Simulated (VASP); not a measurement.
# Bi2Se3 (R-3m) in VASP: notebook

Bi2Se3 is run at these levels: PBE, r2SCAN; tasks: single point.

Program: VASP 6.6.1. These are calculated values, not measurements. Logs are shortened: lines on timing, memory, paths and dates and some standing lists are left out, and cuts for length are marked.

## 1. The cell of the first run

Symmetry: R-3m, No. 166, trigonal system. Conventional cell: a = 4.188 Å, b = 4.188 Å, c = 31.136 Å, α = 90.00°, β = 90.00°, γ = 120.00°. Within 3.8 Å of Bi (site symmetry 3m) lie 6 Se at 2.88 to 3.11 Å. Within 4.3 Å of Se (site symmetry -3m) lie 6 Bi at 3.11 Å and 12 Se at 4.19 to 4.27 Å. Within 3.8 Å of Se (site symmetry 3m) lie 3 Bi at 2.88 Å.

## 2. Single point, PBE

INCAR reads:

```
PREC = Accurate
ENCUT = 520
EDIFF = 1E-7
ISMEAR = -1
SIGMA = 0.02
LREAL = False
LASPH = True
NELM = 100
ALGO = Normal
ISIF = 2
LWAVE = False
LCHARG = False
GGA = PE
NBANDS = 32
```

KPOINTS reads:

```
Automatic mesh
0
Gamma
  6 6 6
```

POSCAR reads:

```
Bi2Se3
1.0
    2.0941201632      1.2090408399     10.3786956045
   -2.0941201632      1.2090408399     10.3786956045
    0.0000000000     -2.4180816799     10.3786956045
Bi Se
2 3
Direct
    0.3958969633      0.3958969633      0.3958969633
    0.6041030367      0.6041030367      0.6041030367
    0.0000000000      0.0000000000      0.0000000000
    0.2204699527      0.2204699527      0.2204699527
    0.7795300473      0.7795300473      0.7795300473
```

Potentials or basis: VASP PAW PBE potentials, release 64 (Bi_d, Se).

Run with:

```bash
cat potpaw_PBE.64/Bi_d/POTCAR potpaw_PBE.64/Se/POTCAR > POTCAR
mpirun -np 1 vasp_std > vasp.out
```

OUTCAR:

```text
PREC = Accurate
   ENCUT = 520
   EDIFF = 1E-7
   ISMEAR = -1
   LREAL = False
   LASPH = True
   NELM = 100
   ISIF = 2
   GGA = PE

 ion  position               nearest neighbor table
   1  0.396  0.396  0.396-   5 2.88   5 2.88   5 2.88   3 3.11   3 3.11   3 3.11
   2  0.604  0.604  0.604-   4 2.88   4 2.88   4 2.88   3 3.11   3 3.11   3 3.11
   3  0.000  0.000  0.000-   2 3.11   1 3.11   2 3.11   2 3.11   1 3.11   1 3.11
   4  0.220  0.220  0.220-   2 2.88   2 2.88   2 2.88
   5  0.780  0.780  0.780-   1 2.88   1 2.88   1 2.88

  LATTYP: Found a trigonal (rhomboedric) cell.
 ALAT       =    10.6566618348
 COS(alpha) =     0.9227691485

  Lattice vectors:

 A1 = (   2.0941201632,   1.2090408399,  10.3786956045)
 A2 = (  -2.0941201632,   1.2090408399,  10.3786956045)
 A3 = (   0.0000000000,  -2.4180816799,  10.3786956045)

Analysis of symmetry for initial positions (statically):
=====================================================================
 Subroutine PRICEL returns:
 Original cell was already a primitive cell.

 Routine SETGRP: Setting up the symmetry group for a
 trigonal (rhombohedral) supercell.

 Subroutine GETGRP returns: Found 12 space group operations
 (whereof 12 operations were pure point group operations)
 out of a pool of 12 trial point group operations.

The static configuration has the point symmetry D_3d.

Analysis of symmetry for dynamics (positions and initial velocities):
=====================================================================
 Subroutine PRICEL returns:
 Original cell was already a primitive cell.

 Routine SETGRP: Setting up the symmetry group for a
 trigonal (rhombohedral) supercell.

 Subroutine GETGRP returns: Found 12 space group operations
 (whereof 12 operations were pure point group operations)
 out of a pool of 12 trial point group operations.

The dynamic configuration has the point symmetry D_3d.

 Subroutine INISYM returns: Found 12 space group operations
 (whereof 12 operations are pure point group operations),
 and found     1 'primitive' translations

----------------------------------------------------------------------------------------

                                     Primitive cell

  volume of cell :     157.6655

  direct lattice vectors                    reciprocal lattice vectors
     2.094120163  1.209040840 10.378695605     0.238763758  0.137850320  0.032117074
    -2.094120163  1.209040840 10.378695605    -0.238763758  0.137850320  0.032117074
     0.000000000 -2.418081680 10.378695605     0.000000000 -0.275700640  0.032117074

  length of vectors
    10.656661835 10.656661835 10.656661835     0.277565036  0.277565036  0.277565036

  position of ions in fractional coordinates (direct lattice)
     0.395896963  0.395896963  0.395896963
     0.604103037  0.604103037  0.604103037
     0.000000000  0.000000000  0.000000000
     0.220469953  0.220469953  0.220469953
     0.779530047  0.779530047  0.779530047

  ion indices of the primitive-cell ions
   primitive index   ion index
                 1           1
                 2           2
                 3           3
                 4           4
                 5           5

----------------------------------------------------------------------------------------

 KPOINTS: Automatic mesh

Automatic generation of k-mesh.
 Grid dimensions read from file:
 generate k-points for:    6    6    6

 Generating k-lattice:

  Cartesian coordinates                     Fractional coordinates (reciprocal lattice)
     0.039793960  0.022975053  0.005352846     0.166666667 -0.000000000 -0.000000000
    -0.039793960  0.022975053  0.005352846    -0.000000000  0.166666667 -0.000000000
     0.000000000 -0.045950107  0.005352846     0.000000000  0.000000000  0.166666667

  Length of vectors
     0.046260839  0.046260839  0.046260839

  Shift w.r.t. Gamma in fractional coordinates (k-lattice)
     0.000000000  0.000000000  0.000000000

 Subroutine IBZKPT returns following result:
 ===========================================

 Found     32 irreducible k-points:

 Following reciprocal coordinates:
            Coordinates               Weight
  0.000000  0.000000  0.000000      1.000000
  0.166667  0.000000  0.000000      6.000000
  0.333333  0.000000 -0.000000      6.000000
  0.500000 -0.000000  0.000000      3.000000
  0.166667  0.166667  0.000000      6.000000
  0.333333  0.166667  0.000000     12.000000
[... 16 lines left out ...]
  0.500000  0.500000  0.166667      6.000000
 -0.333333  0.500000  0.166667     12.000000
 [... further k-points ...]
   k-points           NKPTS =     32   k-points in BZ     NKDIM =     32   number of bands    NBANDS=     32
   number of dos      NEDOS =    301   number of ions     NIONS =      5
   total plane-waves  NPLWV = 512000
   dimension x,y,z NGX =    80 NGY =   80 NGZ =   80
   dimension x,y,z NGXF=   160 NGYF=  160 NGZF=  160
   ions per type =               2   3
   NGX,Y,Z   is equivalent  to a cutoff of  12.48, 12.48, 12.48 a.u.
   NGXF,Y,Z  is equivalent  to a cutoff of  24.96, 24.96, 24.96 a.u.
 SYSTEM =  unknown system
   PREC   = accura    normal or accurate (medium, high low for compatibility)
   ISTART =      0    job   : 0-new  1-cont  2-samecut
   ICHARG =      2    charge: 1-file 2-atom 10-const
   ISPIN  =      1    spin polarized calculation?
   LNONCOLLINEAR =      F non collinear calculations
   LSORBIT =      F    spin-orbit coupling
   LASPH  =      T    aspherical Exc in radial PAW
   ENCUT  =  520.0 eV  38.22 Ry    6.18 a.u.  19.81 19.81 19.81*2*pi/ulx,y,z
   NELM   =    100;   NELMIN=  2; NELMDL= -5     # of ELM steps
   EDIFF  = 0.1E-06   stopping-criterion for ELM
   LREAL  =      F    real-space projection
   EDIFFG = 0.1E-05   stopping-criterion for IOM
   NSW    =      0    number of steps for IOM
   IBRION =     -1    ionic relax: 0-MD 1-quasi-New 2-CG
   NFREE  =      0    steps in history (QN), initial steepest desc. (CG)
   ISIF   =      2    stress and relaxation
   ISYM   =      2    0-nonsym 1-usesym 2-fastsym
   POTIM  = 0.5000    time-step for ionic-motion
   TEBEG  =    0.0;   TEEND  =   0.0 temperature during run
   PSTRESS=    0.0 pullay stress
   NELECT =      48.0000    total number of electrons
   NUPDOWN=      -1.0000    fix difference up-down
   EMIN   =  10.00;   EMAX   =-10.00  energy-range for DOS
   EFERMI =   0.00;   METHOD = LEGACY
   ISMEAR =    -1;   SIGMA  =   0.02  broadening in eV -4-tet -1-fermi 0-gaus
   EFERMI_NEDOS =   21; number of points for ismear=-14 and -15
   IALGO  =     38    algorithm
   IMIX   =      4    mixing-type and parameters
     AMIX     =   0.40;   BMIX     =  1.00
     AMIX_MAG =   1.60;   BMIX_MAG =  1.00
  volume/ion in A,a.u.               =      31.53       212.80
  Fermi-wavevector in a.u.,A,eV,Ry     =   1.101310  2.081175 16.502295  1.212884
  Thomas-Fermi vector in A             =   2.237735
   LORBIT       =      0    0 simple, 1 ext, 2 COOP (PROOUT), +10 PAW based schemes
   GGA     = PE    functional components
   LHFCALC =     F    Hartree Fock is set to
   AEXX    =    0.0000 exact exchange contribution
   IVDW    =     0    specifies the selected vdW correction
   LEPSILON=     F    determine dielectric tensor
   LRPA    =     F    only Hartree local field effects (RPA)
 non-spin polarized calculation
  energy-cutoff  :      520.00
  volume of cell :      157.67
 maximum number of plane-waves:      4281
   NGX = 39   NGY = 39   NGZ = 39

 number of electron      47.9999995 magnetization

 Free energy of the ion-electron system (eV)
  ---------------------------------------------------
  ext. energy  EPLUGINS =         0.00000000
  ---------------------------------------------------
  free energy    TOTEN  =       -20.23565487 eV

  energy without entropy =      -20.23565487  energy(sigma->0) =      -20.23565487

 E-fermi :   3.7951     XC(G=0):  -8.9125

 val. band max:        3.4386593123   @ k =   0.5000   0.5000   0.3333
 cond. band min:       4.1178200575   @ k =   0.0000   0.0000   0.0000
 fundamental gap:      0.6791607453
 Fermi energy:         3.7950585074

 k-point     1 :       0.0000    0.0000    0.0000
  band No.  band energies     occupation
      1     -19.2407      2.00000
      2     -19.2407      2.00000
      3     -19.2394      2.00000
      4     -19.2394      2.00000
      5     -19.2365      2.00000
      6     -19.2344      2.00000
[... 24 lines left out ...]
     31       9.7914      0.00000
     32      10.2662      0.00000

 k-point     2 :       0.1667    0.0000    0.0000
  band No.  band energies     occupation
      1     -19.2438      2.00000
      2     -19.2420      2.00000
      3     -19.2351      2.00000
      4     -19.2338      2.00000
      5     -19.2330      2.00000
      6     -19.2310      2.00000
[... 24 lines left out ...]
     31       9.2432      0.00000
     32      10.0849      0.00000

 k-point     3 :       0.3333    0.0000   -0.0000
  band No.  band energies     occupation
      1     -19.2519      2.00000
      2     -19.2487      2.00000
      3     -19.2357      2.00000
      4     -19.2315      2.00000
      5     -19.2295      2.00000
      6     -19.2264      2.00000
[... 24 lines left out ...]
     31       8.3123      0.00000
     32      10.4827      0.00000

 k-point     4 :       0.5000   -0.0000    0.0000
  band No.  band energies     occupation
      1     -19.2565      2.00000
      2     -19.2525      2.00000
      3     -19.2380      2.00000
      4     -19.2337      2.00000
      5     -19.2302      2.00000
      6     -19.2259      2.00000
[... 654 lines left out ...]
     31       8.6922      0.00000
     32      10.7021      0.00000

 k-point    23 :       0.5000    0.5000    0.1667
  band No.  band energies     occupation
      1     -19.2519      2.00000
      2     -19.2487      2.00000
      3     -19.2357      2.00000
      4     -19.2315      2.00000
      5     -19.2295      2.00000
      6     -19.2264      2.00000
[... 24 lines left out ...]
     31       8.3479      0.00000
     32      10.1843      0.00000

 k-point    24 :      -0.3333    0.5000    0.1667
  band No.  band energies     occupation
      1     -19.2505      2.00000
      2     -19.2474      2.00000
      3     -19.2347      2.00000
      4     -19.2332      2.00000
      5     -19.2309      2.00000
      6     -19.2285      2.00000
[... 24 lines left out ...]
     31       8.7426      0.00000
     32      10.3421      0.00000

 [... further k-points ...]

------------------------ aborting loop because EDIFF is reached ----------------------------------------

  FORCE on cell =-STRESS in cart. coord.  units (eV):
  Direction    XX          YY          ZZ          XY          YZ          ZX
  --------------------------------------------------------------------------------------
  -------------------------------------------------------------------------------------
  Total        0.0089845      0.0089845      0.0348116      0.0000000     -0.0000000      0.0000000
  in kB        0.0912993      0.0912993      0.3537517      0.0000000     -0.0000000      0.0000000
  external PRESSURE =       0.1787834 kB  Pullay stress =       0.0000000 kB

 VOLUME and BASIS-vectors are now :
 -----------------------------------------------------------------------------
  energy-cutoff  :      520.00
  volume of cell :      157.67
      direct lattice vectors                 reciprocal lattice vectors
     2.094120163  1.209040840 10.378695605     0.238763758  0.137850320  0.032117074
    -2.094120163  1.209040840 10.378695605    -0.238763758  0.137850320  0.032117074
     0.000000000 -2.418081680 10.378695605     0.000000000 -0.275700640  0.032117074

 POSITION                                       TOTAL-FORCE (eV/Angst)
 -----------------------------------------------------------------------------------
      0.00000     -0.00000     12.32668         0.000000      0.000000     -0.007270
      0.00000     -0.00000     18.80940         0.000000     -0.000000      0.007270
      0.00000      0.00000      0.00000         0.000000     -0.000000     -0.000000
      0.00000     -0.00000      6.86457         0.000000      0.000000     -0.009626
      0.00000     -0.00000     24.27152         0.000000     -0.000000      0.009626
 -----------------------------------------------------------------------------------
    total drift:                               -0.000000     -0.000000     -0.000000

  FREE ENERGIE OF THE ION-ELECTRON SYSTEM (eV)
  ---------------------------------------------------
  free  energy   TOTEN  =       -20.2356548737 eV

  energy  without entropy=      -20.2356548729  energy(sigma->0) =      -20.23565487
```

It took 6.9 min on 1 thread of Intel Xeon 6975P-C (Granite Rapids), shared host; peak memory 0.92 GiB.

Results:

```
Free energy            : -20.2357 eV
Pressure               : 0.0 GPa
Largest force          : 0.010 eV/Å
Band gap on the k mesh : 0.68 eV
```

Forces in eV/Å, atoms in the order of the input:
```
Bi   0.000  0.000 -0.007
Bi   0.000  0.000  0.007
Se   0.000  0.000  0.000
Se   0.000  0.000 -0.010
Se   0.000  0.000  0.010
```

Caveat: spin-orbit coupling is left out, which moves the levels of the heavy elements. A k mesh can miss the band edges.

## 3. Single point, r2SCAN

This run uses another cell than the first one, of 30.20 Å³/atom.

POSCAR reads:

```
Bi2Se3
1.0
    2.0810950888      1.2015208097     10.0657286619
   -2.0810950888      1.2015208097     10.0657286619
    0.0000000000     -2.4030416195     10.0657286619
Bi Se
2 3
Direct
    0.3976387545      0.3976387545      0.3976387545
    0.6023612455      0.6023612455      0.6023612455
    0.0000000000      0.0000000000      0.0000000000
    0.2176967666      0.2176967666      0.2176967666
    0.7823032334      0.7823032334      0.7823032334
```

INCAR.step1 reads:

```
SYSTEM = Bi2Se3
ALGO     = Normal         ! electronic algorithm
EDIFF    = 1E-4           ! SCF threshold, eV
ENCUT    = 520            ! plane-wave cutoff, eV
GGA      = PE             ! functional
ISMEAR   = -1             ! smearing method
LASPH    = .True.         ! aspherical terms in the spheres
LCHARG   = .False.        ! write CHGCAR
LREAL    = .False.        ! projectors in reciprocal space
LWAVE    = .True.         ! write WAVECAR
NBANDS   = 32             ! bands
NELM     = 100            ! most SCF steps
PREC     = Accurate       ! precision mode
SIGMA    = 0.02           ! smearing width, eV
```

INCAR.step2 reads:

```
SYSTEM = Bi2Se3
ALGO     = Normal         ! electronic algorithm
EDIFF    = 1E-6           ! SCF threshold, eV
ENCUT    = 520            ! plane-wave cutoff, eV
ISIF     = 2              ! what is computed and relaxed
ISMEAR   = -1             ! smearing method
ISTART   = 1            
LASPH    = .True.         ! aspherical terms in the spheres
LCHARG   = .True.         ! write CHGCAR
LELF     = .True.         ! ELF
LMIXTAU  = .True.       
LREAL    = .False.        ! projectors in reciprocal space
LVHAR    = .True.       
LWAVE    = .False.        ! write WAVECAR
METAGGA  = R2SCAN         ! meta-GGA
NBANDS   = 32             ! bands
NELM     = 100            ! most SCF steps
PREC     = Accurate       ! precision mode
SIGMA    = 0.02           ! smearing width, eV
```

KPOINTS reads:

```
k-points
0
Gamma
  6 6 6
  0 0 0
```

Potentials or basis: VASP PAW PBE potentials, release 64 (Bi_d, Se).

Run with:

```bash
cat potpaw_PBE.64/Bi_d/POTCAR potpaw_PBE.64/Se/POTCAR > POTCAR
cp INCAR.step1 INCAR
mpirun -np 1 vasp_std > vasp.out
cp INCAR.step2 INCAR
mpirun -np 1 vasp_std > vasp.out
```

Wall time 34 min (1 thread of Intel Xeon 6975P-C (Granite Rapids), shared host); peak memory 1.1 GiB.

It converged, with:

```
Free energy            : -162.0719 eV
Pressure               : 0.0 GPa
Largest force          : 0.015 eV/Å
Band gap on the k mesh : 0.82 eV
```

Forces on the atoms (eV/Å):
```
Bi   0.000  0.000 -0.012
Bi   0.000  0.000  0.012
Se   0.000  0.000  0.000
Se   0.000  0.000 -0.015
Se   0.000  0.000  0.015
```

Levels at points of the mesh, in eV from the valence-band top:
| k point | band 22 | band 23 | band 24 | band 25 | band 26 | band 27 |
| --- | --- | --- | --- | --- | --- | --- |
| (0.00, 0.00, 0.00) | -1.02 | -1.02 | 0.00 | 0.82 | 1.96 | 1.96 |
| (0.50, 0.00, 0.00) | -1.62 | -1.10 | -0.51 | 1.48 | 2.61 | 3.41 |
| (0.50, 0.50, 0.00) | -1.42 | -1.28 | -0.90 | 1.83 | 2.54 | 2.95 |
| (0.50, 0.50, 0.50) | -1.09 | -1.09 | -0.28 | 0.98 | 2.10 | 2.10 |

Caveat: the PAW data sets were made with another functional, which shifts forces and pressure a little; spin-orbit coupling is left out, which moves the levels of the heavy elements. r2SCAN opens gaps a little over a GGA but as a rule still falls short of measured ones.
